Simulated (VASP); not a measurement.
Crystal: Al2O.

```
CELL_PARAMETERS angstrom
4.60236 0.00000 0.00000
0.00000 4.60236 0.00000
0.00000 0.00000 4.09579
ATOMIC_POSITIONS crystal
Al 0.00000 0.00000 0.25000
Al 0.00000 0.00000 0.75000
Al 0.00000 0.50000 0.50000
Al 0.50000 0.00000 0.00000
O 0.50000 0.50000 0.00000
O 0.50000 0.50000 0.50000
```

| Item | Value |
| --- | --- |
| Program | VASP 6.6.1 |
| Task | relaxation of cell and atoms |
| Functional | PBE |
| Potentials or basis | VASP PAW PBE potentials, release 64 (Al, O) |
| Cutoff | 600 eV |
| k mesh | 4 × 4 × 4 |
| Occupations | gaussian, width 0.1 eV |
| Spin | no spin polarisation |

At the start: pressure 15.9 GPa; volume 14.46 Å³/atom.

**Question.** How do energy, volume and symmetry change on relaxing?

**Answer.** Over 16 steps the energy falls by 784.8 meV/atom and the volume is 15.55 Å³/atom (+7.5 %); space group P4_2/mmc (No. 131, to 0.05 Å).

Step by step:
```tsv
step	energy change (eV)	largest force (eV/Å)	pressure (GPa)	volume (Å³)
1	0.0000	0.0000	15.91	86.76
2	-2.3124	0.0000	-4.32	104.91
3	-2.3587	0.0000	-5.76	107.39
4	-2.3598	0.0000	-8.09	112.36
5	-2.3717	0.0000	-7.09	110.07
6	-3.1206	0.0000	-1.60	100.62
7	-3.5529	0.0000	20.19	81.99
8	-3.7533	0.0000	9.46	88.69
9	-4.1672	0.0000	8.90	88.80
10	-4.4844	0.0000	7.60	87.06
11	-4.5834	0.0000	7.66	87.94
12	-4.5806	0.0000	7.57	87.71
13	-4.7066	0.0000	0.72	92.68
14	-4.7084	0.0000	-0.13	93.39
15	-4.7084	0.0000	0.00	93.28
16	-4.7088	0.0000	0.06	93.29
```

Final structure:
```
Al O
1.0
     3.73282    0.00000    0.00000
     0.00000    3.73282    0.00000
     0.00000    0.00000    6.69494
Al O
4 2
Direct
  0.00000 0.00000 0.25000
  0.00000 0.00000 0.75000
  0.00000 0.50000 0.50000
  0.50000 0.00000 0.00000
  0.50000 0.50000 0.00000
  0.50000 0.50000 0.50000
```

Caveat: the k points lie up to 0.42 Å⁻¹ apart in the final cell.
